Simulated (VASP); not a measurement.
# Ge2Sb2Te5 (Cm) in VASP: settings compared

Aim: see how the results for Ge2Sb2Te5 move with the level of theory and the settings. Levels: PBEsol, r2SCAN+rVV10. Tasks: single point.

Program: VASP 6.6.1. These are calculated values, not measurements. Logs are shortened: lines on timing, memory, paths and dates and some standing lists are left out, and cuts for length are marked.

## Step 1: The cell of the first run

It takes space group Cm (No. 8, monoclinic). Conventional cell: a = 13.352 Å, b = 6.006 Å, c = 9.436 Å, α = 90.00°, β = 134.36°, γ = 90.00°. Within 3.6 Å of Ge (site symmetry m) lie 6 Te at 2.76 to 3.15 Å. Within 3.6 Å of Ge (site symmetry m) lie 6 Te at 2.75 to 3.18 Å. Within 3.8 Å of Sb (site symmetry m) lie 6 Te at 2.88 to 3.22 Å. Sb (site symmetry m) has 6 Te at 2.96 to 3.16 Å within 3.9 Å. Te (site symmetry m) has 2 Ge at 2.85 to 3.12 Å and 3 Sb at 3.01 to 3.10 Å within 3.8 Å. Within 3.6 Å of Te (site symmetry m) lie 2 Ge at 2.76 to 3.09 Å and 2 Sb at 2.88 to 3.16 Å. Within 3.6 Å of Te (site symmetry m) lie 3 Ge at 2.75 to 3.01 Å and 2 Sb at 3.09 to 3.22 Å. Within 3.9 Å of Te (site symmetry m) lie 2 Sb at 2.98 to 3.00 Å and 3 Ge at 3.02 to 3.15 Å.

## Step 2: Single point, PBEsol

Contents of INCAR:

```
SYSTEM = Ge2Sb2Te5
PREC = Accurate ; ENCUT = 520
EDIFF = 1E-7 ; ISMEAR = -1
SIGMA = 0.03 ; LREAL = .FALSE.
LASPH = .TRUE. ; NELM = 100
ALGO = Normal ; ISIF = 2
LWAVE = .FALSE. ; LCHARG = .TRUE.
GGA = PS ; LELF = .TRUE.
LVHAR = .TRUE. ; NBANDS = 44
```

Contents of KPOINTS:

```
regular mesh
0
G
  4 4 4
  0 0 0
```

Contents of POSCAR:

```
Ge2Sb2Te5
1.0
    6.7470619849     -3.0027501077     -0.0435190664
    6.7470619849      3.0027501077     -0.0435190664
   -6.7825858100      0.0000000000      6.7194752857
Ge Sb Te
2 2 5
Direct
    0.4896288538      0.4896288538     -0.0014535188
    0.2853878638      0.2853878638      0.2034908249
    0.1090747522      0.1090747522      0.4263805181
    0.8911919224      0.8911919224      0.5815140721
    0.4108974045      0.4108974045      0.6020687548
    0.2135462267      0.2135462267      0.8156170741
    0.0056535227      0.0056535227      0.0001136265
    0.8002149605      0.8002149605      0.1906580032
    0.5944044933      0.5944044933      0.3816106451
```

Potentials or basis: VASP PAW PBE potentials, release 64 (Ge_d, Sb, Te).

On the command line:

```sh
$ cat potpaw_PBE.64/Ge_d/POTCAR potpaw_PBE.64/Sb/POTCAR potpaw_PBE.64/Te/POTCAR > POTCAR
$ mpirun -np 1 vasp_std > vasp.out
```

OUTCAR:

```text
SYSTEM = Ge2Sb2Te5
   PREC = Accurate
   ENCUT = 520
   EDIFF = 1E-7
   ISMEAR = -1
   LREAL = .FALSE.
   LASPH = .TRUE.
   NELM = 100
   ISIF = 2
   GGA = PS

 ion  position               nearest neighbor table
   1  0.490  0.490  0.999-   6 2.76   9 2.83   7 3.01   7 3.01   5 3.12   8 3.15
   2  0.285  0.285  0.203-   7 2.75   5 2.85   8 3.02   8 3.02   6 3.09   9 3.18
   3  0.109  0.109  0.426-   6 2.88   8 3.00   9 3.02   9 3.02   5 3.10   7 3.22
   4  0.891  0.891  0.582-   9 2.96   8 2.98   5 3.01   5 3.01   7 3.09   6 3.16
   5  0.411  0.411  0.602-   2 2.85   4 3.01   4 3.01   3 3.10   1 3.12
   6  0.214  0.214  0.816-   1 2.76   3 2.88   2 3.09   4 3.16
   7  0.006  0.006  0.000-   2 2.75   1 3.01   1 3.01   4 3.09   3 3.22
   8  0.800  0.800  0.191-   4 2.98   3 3.00   2 3.02   2 3.02   1 3.15
   9  0.594  0.594  0.382-   1 2.83   4 2.96   3 3.02   3 3.02   2 3.18

  Warning from LATTYP: Got some problem with cell dimensions!
  Tried to take original basis but could not verify dimensions!
  LATTYP: Found a base centered monoclinic cell.
 ALAT       =    13.3521014652
 B/A-ratio  =     0.4497794022
 C/A-ratio  =     0.7066888486
 COS(beta)  =    -0.6991080498

  Lattice vectors:

 A1 = (  -0.0355238251,  -3.0027501077,   6.6759562193)
 A2 = (  -0.0355238251,   3.0027501077,   6.6759562193)
 A3 = (  -6.7115381598,   0.0000000000,  -6.6324371529)

Analysis of symmetry for initial positions (statically):
=====================================================================
 Subroutine PRICEL returns:
 Original cell was already a primitive cell.

 Routine SETGRP: Setting up the symmetry group for a
 base centered monoclinic supercell.

 Subroutine GETGRP returns: Found  2 space group operations
 (whereof  2 operations were pure point group operations)
 out of a pool of  4 trial point group operations.

The static configuration has the point symmetry C_1h.

Analysis of symmetry for dynamics (positions and initial velocities):
=====================================================================
 Subroutine PRICEL returns:
 Original cell was already a primitive cell.

 Routine SETGRP: Setting up the symmetry group for a
 base centered monoclinic supercell.

 Subroutine GETGRP returns: Found  2 space group operations
 (whereof  2 operations were pure point group operations)
 out of a pool of  4 trial point group operations.

The dynamic configuration has the point symmetry C_1h.

 Subroutine INISYM returns: Found  2 space group operations
 (whereof  2 operations are pure point group operations),
 and found     1 'primitive' translations

----------------------------------------------------------------------------------------

                                     Primitive cell

  volume of cell :     270.4970

  direct lattice vectors                    reciprocal lattice vectors
     6.747061985 -3.002750108 -0.043519066     0.074591972 -0.166514023  0.075292554
     6.747061985  3.002750108 -0.043519066     0.074591972  0.166514023  0.075292554
    -6.782585810  0.000000000  6.719475286     0.000966198  0.000000000  0.149796417

  length of vectors
     7.385204638  7.385204638  9.547503254     0.197382499  0.197382499  0.149799533

  position of ions in fractional coordinates (direct lattice)
     0.489628854  0.489628854  0.998546481
     0.285387864  0.285387864  0.203490825
     0.109074752  0.109074752  0.426380518
     0.891191922  0.891191922  0.581514072
     0.410897404  0.410897404  0.602068755
     0.213546227  0.213546227  0.815617074
     0.005653523  0.005653523  0.000113627
     0.800214960  0.800214960  0.190658003
     0.594404493  0.594404493  0.381610645

  ion indices of the primitive-cell ions
   primitive index   ion index
                 1           1
                 2           2
                 3           3
                 4           4
                 5           5
                 6           6
                 7           7
                 8           8
                 9           9

----------------------------------------------------------------------------------------

 KPOINTS: regular mesh

Automatic generation of k-mesh.
 Grid dimensions read from file:
 generate k-points for:    4    4    4

 Generating k-lattice:

  Cartesian coordinates                     Fractional coordinates (reciprocal lattice)
     0.018647993 -0.041628506  0.018823138     0.250000000  0.000000000  0.000000000
     0.018647993  0.041628506  0.018823138     0.000000000  0.250000000  0.000000000
     0.000241550  0.000000000  0.037449104     0.000000000  0.000000000  0.250000000

  Length of vectors
     0.049345625  0.049345625  0.037449883

  Shift w.r.t. Gamma in fractional coordinates (k-lattice)
     0.000000000  0.000000000  0.000000000

 Subroutine IBZKPT returns following result:
 ===========================================

 Found     24 irreducible k-points:

 Following reciprocal coordinates:
            Coordinates               Weight
  0.000000  0.000000  0.000000      1.000000
  0.250000 -0.000000 -0.000000      4.000000
  0.500000 -0.000000 -0.000000      2.000000
  0.250000  0.250000 -0.000000      2.000000
  0.500000  0.250000  0.000000      4.000000
 -0.250000  0.250000  0.000000      2.000000
[... 16 lines left out ...]
 -0.250000  0.250000  0.500000      2.000000
  0.500000  0.500000  0.500000      1.000000
   k-points           NKPTS =     24   k-points in BZ     NKDIM =     24   number of bands    NBANDS=     44
   number of dos      NEDOS =    301   number of ions     NIONS =      9
   total plane-waves  NPLWV = 225792
   dimension x,y,z NGX =    56 NGY =   56 NGZ =   72
   dimension x,y,z NGXF=   112 NGYF=  112 NGZF=  144
   ions per type =               2   2   5
   NGX,Y,Z   is equivalent  to a cutoff of  12.61, 12.61, 12.54 a.u.
   NGXF,Y,Z  is equivalent  to a cutoff of  25.21, 25.21, 25.07 a.u.
 SYSTEM =  Ge2Sb2Te5
   PREC   = accura    normal or accurate (medium, high low for compatibility)
   ISTART =      0    job   : 0-new  1-cont  2-samecut
   ICHARG =      2    charge: 1-file 2-atom 10-const
   ISPIN  =      1    spin polarized calculation?
   LNONCOLLINEAR =      F non collinear calculations
   LSORBIT =      F    spin-orbit coupling
   LASPH  =      T    aspherical Exc in radial PAW
   ENCUT  =  520.0 eV  38.22 Ry    6.18 a.u.  13.73 13.73 17.75*2*pi/ulx,y,z
   NELM   =    100;   NELMIN=  2; NELMDL= -5     # of ELM steps
   EDIFF  = 0.1E-06   stopping-criterion for ELM
   LREAL  =      F    real-space projection
   EDIFFG = 0.1E-05   stopping-criterion for IOM
   NSW    =      0    number of steps for IOM
   IBRION =     -1    ionic relax: 0-MD 1-quasi-New 2-CG
   NFREE  =      0    steps in history (QN), initial steepest desc. (CG)
   ISIF   =      2    stress and relaxation
   ISYM   =      2    0-nonsym 1-usesym 2-fastsym
   POTIM  = 0.5000    time-step for ionic-motion
   TEBEG  =    0.0;   TEEND  =   0.0 temperature during run
   PSTRESS=    0.0 pullay stress
   NELECT =      68.0000    total number of electrons
   NUPDOWN=      -1.0000    fix difference up-down
   EMIN   =  10.00;   EMAX   =-10.00  energy-range for DOS
   EFERMI =   0.00;   METHOD = LEGACY
   ISMEAR =    -1;   SIGMA  =   0.03  broadening in eV -4-tet -1-fermi 0-gaus
   EFERMI_NEDOS =   21; number of points for ismear=-14 and -15
   IALGO  =     38    algorithm
   IMIX   =      4    mixing-type and parameters
     AMIX     =   0.40;   BMIX     =  1.00
     AMIX_MAG =   1.60;   BMIX_MAG =  1.00
  volume/ion in A,a.u.               =      30.06       202.82
  Fermi-wavevector in a.u.,A,eV,Ry     =   1.033214  1.952491 14.524646  1.067531
  Thomas-Fermi vector in A             =   2.167450
   LORBIT       =      0    0 simple, 1 ext, 2 COOP (PROOUT), +10 PAW based schemes
   GGA     = PS    functional components
   LHFCALC =     F    Hartree Fock is set to
   AEXX    =    0.0000 exact exchange contribution
   IVDW    =     0    specifies the selected vdW correction
   LEPSILON=     F    determine dielectric tensor
   LRPA    =     F    only Hartree local field effects (RPA)
 non-spin polarized calculation
  energy-cutoff  :      520.00
  volume of cell :      270.50
 maximum number of plane-waves:      7313
 NGX is ok and might be reduce to    56
   NGX = 27   NGY = 27   NGZ = 35

 number of electron      67.9999998 magnetization

 Free energy of the ion-electron system (eV)
  ---------------------------------------------------
  ext. energy  EPLUGINS =         0.00000000
  ---------------------------------------------------
  free energy    TOTEN  =       -37.15823103 eV

  energy without entropy =      -37.15739085  energy(sigma->0) =      -37.15781094

 E-fermi :   5.8811     XC(G=0):  -9.5560

 val. band max:        5.7661026593   @ k =  -0.2500   0.2500   0.5000
 cond. band min:       6.0138106064   @ k =   0.5000  -0.0000  -0.0000
 fundamental gap:      0.2477079471
 Fermi energy:         5.8810760290

 k-point     1 :       0.0000    0.0000    0.0000
  band No.  band energies     occupation
      1     -18.7553      2.00000
      2     -18.7461      2.00000
      3     -18.7388      2.00000
      4     -18.7350      2.00000
      5     -18.7319      2.00000
      6     -18.7280      2.00000
[... 36 lines left out ...]
     43      10.1533      0.00000
     44      10.2030      0.00000

 k-point     2 :       0.2500   -0.0000   -0.0000
  band No.  band energies     occupation
      1     -18.7553      2.00000
      2     -18.7461      2.00000
      3     -18.7387      2.00000
      4     -18.7351      2.00000
      5     -18.7318      2.00000
      6     -18.7280      2.00000
[... 36 lines left out ...]
     43       9.6745      0.00000
     44       9.8193      0.00000

 k-point     3 :       0.5000   -0.0000   -0.0000
  band No.  band energies     occupation
      1     -18.7552      2.00000
      2     -18.7461      2.00000
      3     -18.7387      2.00000
      4     -18.7351      2.00000
      5     -18.7317      2.00000
      6     -18.7280      2.00000
[... 976 lines left out ...]
     43       8.6624      0.00000
     44       9.2229      0.00000

 k-point    24 :       0.5000    0.5000    0.5000
  band No.  band energies     occupation
      1     -18.7553      2.00000
      2     -18.7461      2.00000
      3     -18.7388      2.00000
      4     -18.7350      2.00000
      5     -18.7318      2.00000
      6     -18.7280      2.00000
[... 36 lines left out ...]
     43       9.9877      0.00000
     44      10.2620      0.00000

------------------------ aborting loop because EDIFF is reached ----------------------------------------

  FORCE on cell =-STRESS in cart. coord.  units (eV):
  Direction    XX          YY          ZZ          XY          YZ          ZX
  --------------------------------------------------------------------------------------
  -------------------------------------------------------------------------------------
  Total        0.1563850      0.0830525      0.1352152      0.0000000      0.0000000      0.0220887
  in kB        0.9262820      0.4919273      0.8008916      0.0000000      0.0000000      0.1308333
  external PRESSURE =       0.7397003 kB  Pullay stress =       0.0000000 kB

 VOLUME and BASIS-vectors are now :
 -----------------------------------------------------------------------------
  energy-cutoff  :      520.00
  volume of cell :      270.50
      direct lattice vectors                 reciprocal lattice vectors
     6.747061985 -3.002750108 -0.043519066     0.074591972 -0.166514023  0.075292554
     6.747061985  3.002750108 -0.043519066     0.074591972  0.166514023  0.075292554
    -6.782585810  0.000000000  6.719475286     0.000966198  0.000000000  0.149796417

 POSITION                                       TOTAL-FORCE (eV/Angst)
 -----------------------------------------------------------------------------------
     -0.16561      0.00000      6.66709         0.010955      0.000000     -0.004673
      2.47087      0.00000      1.34251         0.014746      0.000000     -0.002023
     -1.42009      0.00000      2.85556         0.002958      0.000000     -0.012691
      8.08169      0.00000      3.82990         0.017458      0.000000      0.017397
      1.46112      0.00000      4.00982         0.005325      0.000000      0.012508
     -2.65037      0.00000      5.46193        -0.014435      0.000000      0.013873
      0.07552      0.00000      0.00027        -0.012177      0.000000     -0.003240
      9.50505      0.00000      1.21147         0.000936      0.000000     -0.015246
      5.43266      0.00000      2.51249        -0.025766      0.000000     -0.005904
 -----------------------------------------------------------------------------------
    total drift:                                0.000599      0.000000     -0.000191

  FREE ENERGIE OF THE ION-ELECTRON SYSTEM (eV)
  ---------------------------------------------------
  free  energy   TOTEN  =       -37.1582310321 eV

  energy  without entropy=      -37.1573908471  energy(sigma->0) =      -37.15781094
```

Wall time 4.8 min (1 thread of Oxide Virtual Turin-like, shared host); peak memory 0.63 GiB.

Results:

```
Free energy            : -37.1582 eV
Pressure               : 0.1 GPa
Largest force          : 0.026 eV/Å
Band gap on the k mesh : 0.25 eV (least direct gap 0.28 eV)
```

Forces in eV/Å, atoms in the order of the input:
```
Ge   0.011  0.000 -0.005
Ge   0.015  0.000 -0.002
Sb   0.003  0.000 -0.013
Sb   0.017  0.000  0.017
Te   0.005  0.000  0.013
Te  -0.014  0.000  0.014
Te  -0.012  0.000 -0.003
Te   0.001  0.000 -0.015
Te  -0.026  0.000 -0.006
```

Caveat: semilocal functionals underestimate gaps, and a narrow one can read as zero; the PAW data sets were made with another functional, which shifts forces and pressure a little; spin-orbit coupling is left out, which moves the levels of the heavy elements.

## Step 3: Single point, r2SCAN+rVV10

This run uses another cell than the first one, of 30.97 Å³/atom.

Contents of POSCAR:

```
Ge2Sb2Te5
1.0
    6.8649762096     -3.0232641455     -0.0758749980
    6.8649762096      3.0232641455     -0.0758749980
   -6.9328852874      0.0000000000      6.7906702672
Ge Sb Te
2 2 5
Direct
    0.4853322848      0.4853322848     -0.0037254751
    0.2854852948      0.2854852948      0.2102387686
    0.1057384119      0.1057384119      0.4274284704
    0.8889756571      0.8889756571      0.5816526413
    0.4114127413      0.4114127413      0.5994787913
    0.2147836888      0.2147836888      0.8118219712
    0.0071482199      0.0071482199     -0.0019672360
    0.8044628451      0.8044628451      0.1949780354
    0.5966608561      0.5966608561      0.3800940330
```

Contents of INCAR.step1:

```
PREC     = Accurate       # precision mode
ENCUT    = 520            # plane-wave cutoff, eV
ISMEAR   = -1             # smearing method
SIGMA    = 0.03           # smearing width, eV
LREAL    = False          # projectors in reciprocal space
LASPH    = True           # aspherical terms in the spheres
NELM     = 60             # most SCF steps
NBANDS   = 44             # bands
GGA      = PE             # functional
ALGO     = Normal         # electronic algorithm
EDIFF    = 1E-4           # SCF threshold, eV
LWAVE    = True           # write WAVECAR
LCHARG   = False          # write CHGCAR
```

Contents of INCAR.step2:

```
PREC     = Accurate       # precision mode
ENCUT    = 520            # plane-wave cutoff, eV
EDIFF    = 1E-6           # SCF threshold, eV
ISMEAR   = -1             # smearing method
SIGMA    = 0.03           # smearing width, eV
LREAL    = False          # projectors in reciprocal space
LASPH    = True           # aspherical terms in the spheres
NELM     = 60             # most SCF steps
ALGO     = Normal         # electronic algorithm
ISIF     = 2              # what is computed and relaxed
LWAVE    = False          # write WAVECAR
LCHARG   = True           # write CHGCAR
METAGGA  = R2SCAN         # meta-GGA
LMIXTAU  = True         
LUSE_VDW = True         
IVDW_NL  = 2            
BPARAM   = 11.95        
CPARAM   = 0.0093       
LELF     = True           # ELF
LVHAR    = True         
NBANDS   = 44             # bands
ISTART   = 1
```

Contents of KPOINTS:

```
regular mesh
0
Gamma
  4 4 4
```

Potentials or basis: VASP PAW PBE potentials, release 64 (Ge_d, Sb, Te).

On the command line:

```sh
$ cat potpaw_PBE.64/Ge_d/POTCAR potpaw_PBE.64/Sb/POTCAR potpaw_PBE.64/Te/POTCAR > POTCAR
$ cp INCAR.step1 INCAR
$ mpirun -np 1 vasp_std > vasp.out
$ cp INCAR.step2 INCAR
$ mpirun -np 1 vasp_std > vasp.out
```

It took 23 min on 1 thread of Oxide Virtual Turin-like, shared host; peak memory 1.5 GiB.

It converged, with:

```
Free energy            : -204.6435 eV
Pressure               : 0.2 GPa
Largest force          : 0.043 eV/Å
Band gap on the k mesh : 0.32 eV (least direct gap 0.33 eV)
```

Forces on the atoms (eV/Å):
```
Ge   0.012  0.000 -0.003
Ge   0.016  0.000 -0.004
Sb   0.026  0.000 -0.025
Sb   0.020  0.000  0.018
Te   0.005  0.000  0.010
Te  -0.029  0.000  0.032
Te  -0.009  0.000  0.003
Te  -0.011  0.000 -0.026
Te  -0.030  0.000 -0.006
```

Levels at points of the mesh, in eV from the valence-band top:
```csv
k point,band 31,band 32,band 33,band 34,band 35,band 36,band 37,band 38
"(0.00, 0.00, 0.00)",-0.91,-0.73,-0.68,-0.45,1.24,1.54,2.42,2.59
"(0.50, 0.00, 0.00)",-0.97,-0.59,-0.47,-0.02,0.32,0.76,0.94,1.27
"(0.50, 0.50, 0.00)",-2.33,-1.15,-1.12,-0.82,2.15,2.63,2.94,3.06
"(0.00, 0.00, 0.50)",-1.05,-0.98,-0.68,-0.58,1.12,1.71,1.90,2.73
"(0.50, 0.00, 0.50)",-0.85,-0.68,-0.54,-0.14,0.39,0.58,1.06,1.23
"(0.50, 0.50, 0.50)",-1.04,-0.99,-0.66,-0.31,1.10,1.95,2.18,2.30
```

Caveat: semilocal functionals underestimate gaps, and a narrow one can read as zero; the PAW data sets were made with another functional, which shifts forces and pressure a little; spin-orbit coupling is left out, which moves the levels of the heavy elements. A k mesh can miss the band edges.
